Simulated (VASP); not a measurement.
## Sr: relaxation of shape and atoms at fixed volume with PBE

Sr:

```
Sr
1.0
     5.71111    0.00000    0.00000
    -2.85555    4.94597    0.00000
     0.00000    0.00000    3.41439
Sr
3
Direct
  0.00000 0.00000 0.00000
  0.33333 0.66667 0.50000
  0.66667 0.33333 0.50000
```

This isn't the form of Sr at room conditions, which is fcc.

| Property | Result |
| --- | --- |
| Program | VASP 6.6.1 |
| Task | relaxation of shape and atoms at fixed volume |
| Functional | PBE |
| Potentials or basis | VASP PAW PBE potentials, release 64 (Sr_sv) |
| Cutoff | 600 eV |
| k mesh | 5 × 5 × 7 |
| Occupations | fermi-dirac, width 0.1 eV |
| Spin | no spin polarisation |
| Dipole correction | no |
| Further INCAR settings | ALGO = Normal; EDIFF = 1e-06; IBRION = 2; EDIFFG = -0.005; NSW = 50; ISIF = 4 |

- Energy gained by relaxing: 1.9 meV/atom
- Ionic steps: 3
- Pressure after relaxing: 14.1 GPa
- Band gap on the k mesh: zero (bands 15 and 16 overlap by 0.91 eV)

Step by step:
| step | energy change (eV) | largest force (eV/Å) | pressure (GPa) | volume (Å³) |
| --- | --- | --- | --- | --- |
| 1 | 0.0000 | 0.0000 | 14.10 | 96.45 |
| 2 | -0.0049 | 0.0000 | 14.10 | 96.45 |
| 3 | -0.0057 | 0.0000 | 14.11 | 96.45 |

Final structure:
```yaml
crystal:
  lattice:
    - [5.74989, 0.00000, 0.00000]
    - [-2.87494, 4.97955, 0.00000]
    - [0.00000, 0.00000, 3.36850]
  atoms:
    - { symbol: Sr, position: [0.00000, 0.00000, 0.00000] }
    - { symbol: Sr, position: [0.33333, 0.66667, 0.50000] }
    - { symbol: Sr, position: [0.66667, 0.33333, 0.50000] }
```

Levels at points of the mesh, in eV from the Fermi level:
| k point | band 11 | band 12 | band 13 | band 14 | band 15 | band 16 | band 17 | band 18 | band 19 |
| --- | --- | --- | --- | --- | --- | --- | --- | --- | --- |
| (0.00, 0.00, 0.00) | -17.18 | -17.17 | -4.05 | -0.40 | 0.77 | 0.77 | 0.83 | 0.83 | 1.24 |

Run time: 3.1 min on 1 thread of Oxide Virtual Turin-like Processor, with other jobs on the host, peak memory 0.22 GiB.
